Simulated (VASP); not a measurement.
CdSe, 2 atoms in the cell. It takes space group F-43m (No. 216, cubic). The conventional cell has a = 6.221 Å, b = 6.221 Å, c = 6.221 Å, α = 90.00°, β = 90.00°, γ = 90.00°. Cd (site symmetry -43m) has 4 Se at 2.69 Å within 3.6 Å. Within 3.6 Å of Se (site symmetry -43m) lie 4 Cd at 2.69 Å. 

* Program: VASP 6.6.1
* Task: single point
* Functional: r2SCAN
* Dispersion: D3(BJ)
* Potentials or basis: VASP PAW PBE potentials, release 64 (Cd, Se)
* Cutoff: 520 eV
* k mesh: 8 × 8 × 8
* Occupations: fermi-dirac, width 0.05 eV
* Spin: no spin polarisation
* Dipole correction: no
* Further INCAR settings: ALGO = Normal; EDIFF = 1e-06; NBANDS = 16

Potentials or basis: VASP PAW PBE potentials, release 64 (Cd, Se).

The run is started by

```sh
$ cat potpaw_PBE.64/Cd/POTCAR potpaw_PBE.64/Se/POTCAR > POTCAR
$ cp INCAR.step1 INCAR
$ mpirun -np 1 vasp_std > vasp.out
$ cp INCAR.step2 INCAR
$ mpirun -np 1 vasp_std > vasp.out
```

Hardware: 1 thread of AMD EPYC 7R43 64-Core Processor (Zen 3), on a shared host.

Task: Estimate the wall time of this run.

Result: Run time: 2.9 min on 1 thread of AMD EPYC 7R43 64-Core Processor (Zen 3), on a shared host, peak memory 0.19 GiB. Counts: k points 29.
